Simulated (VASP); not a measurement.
The system is GaN.

```xyz
2
Lattice="0.0000 2.2535 2.2535 2.2535 0.0000 2.2535 2.2535 2.2535 0.0000" Properties=species:S:1:pos:R:3 pbc="T T T"
Ga    0.0000    0.0000    0.0000
N     1.1268    1.1268    1.1268
```

* Program: VASP 6.6.1
* Task: relaxation of cell and atoms
* Functional: PBE
* Potentials or basis: VASP PAW PBE potentials, release 64 (Ga_d, N)
* Cutoff: 600 eV
* k mesh: 10 × 10 × 10
* Occupations: gaussian, width 0.02 eV
* Spin: no spin polarisation

At the start: pressure 4.9 GPa; volume 11.44 Å³/atom.

**Question.** How do energy, volume and symmetry change on relaxing?

**Answer.** Over 7 steps the energy falls by 4.7 meV/atom and the volume is 11.76 Å³/atom (+2.7 %); space group F-43m (No. 216, to 0.05 Å).

Step by step:
```
step  energy change (eV)  largest force (eV/Å)  pressure (GPa)  volume (Å³)
   1              0.0000                0.0000            4.92        22.89
   2             -0.0029                0.0000           -3.73        24.07
   3             -0.0095                0.0000           -0.08        23.52
   4             -0.0095                0.0000            0.14        23.51
   5             -0.0095                0.0000            0.10        23.51
   6             -0.0095                0.0000            0.11        23.51
   7             -0.0095                0.0000            0.04        23.51
```

Final structure:
```
Ga N
1.0
     0.00000    2.27379    2.27379
     2.27379    0.00000    2.27379
     2.27379    2.27379    0.00000
Ga N
1 1
Direct
  0.00000 0.00000 0.00000
  0.25000 0.25000 0.25000
```
